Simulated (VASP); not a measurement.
Input of a VASP 6.6.1 run:

File INCAR:

```
SYSTEM = MoS2
  PREC = Accurate
  ENCUT = 520
  EDIFF = 1E-6
  ISMEAR = 0
  SIGMA = 0.05
  LREAL = .FALSE.
  LASPH = .TRUE.
  NELM = 150
  ALGO = Normal
  ISIF = 2
  LWAVE = .FALSE.
  LCHARG = .FALSE.
  ISPIN = 2
  MAGMOM = 2 2 0 0 0 0
  LORBIT = 11
  LMAXMIX = 4
  GGA = PE
  IVDW = 12
  NBANDS = 39
```

The input KPOINTS:

```
Automatic mesh
0
G
  10 10 4
  0 0 0
```

Contents of POSCAR:

```
MoS2
1.0
    3.1491947499      0.0000000000      0.0000000000
   -1.5745973749      2.7272826549      0.0000000000
    0.0000000000      0.0000000000     12.0897450277
Mo S
2 4
Direct
    0.3333333333      0.6666666667      0.2500000000
    0.6666666667      0.3333333333      0.7500000000
    0.3333333333      0.6666666667      0.6204899759
    0.6666666667      0.3333333333      0.1204899759
    0.3333333333      0.6666666667      0.8795100241
    0.6666666667      0.3333333333      0.3795100241
```

Potentials or basis: VASP PAW PBE potentials, release 64 (Mo_sv, S).

The run is started by

```sh
$ cat potpaw_PBE.64/Mo_sv/POTCAR potpaw_PBE.64/S/POTCAR > POTCAR
$ mpirun -np 1 vasp_std > vasp.out
```

(1) Predict the net moment.

(2) What does it give for the largest force?

(3) What does it give for the dispersion energy per atom?

(4) Estimate the band gap on the k mesh.

## Answers

(1) 0.00 μB per cell.

(2) 0.011 eV/Å.

(3) -0.438 eV.

(4) 0.84 eV, indirect (least direct gap 1.91 eV).

**Measured values to compare with.**

“Multiwavelength excitation Raman Scattering Analysis of bulk and 2 dimensional MoS2: Vibrational properties of atomically thin MoS2 layers”, 2015, arxiv:1506.03228 reports, for a bulk crystal of MoS2 at 300 K: band gap 1.3 eV (indirect).

Against the measured gap of MoS2, 1.3 eV (indirect; 300 K; “Multiwavelength excitation Raman Scattering Analysis of bulk and 2 dimensional MoS2: Vibrational properties of atomically thin MoS2 layers”, 2015, arxiv:1506.03228), the calculated 0.84 eV is off by -0.46 eV. Spin-orbit coupling on Mo is left out. The value is that of PBE+D3(BJ) on a finite k mesh, which can miss the band edges, without temperature or zero-point motion. Semilocal functionals fall short of measured gaps as a rule.
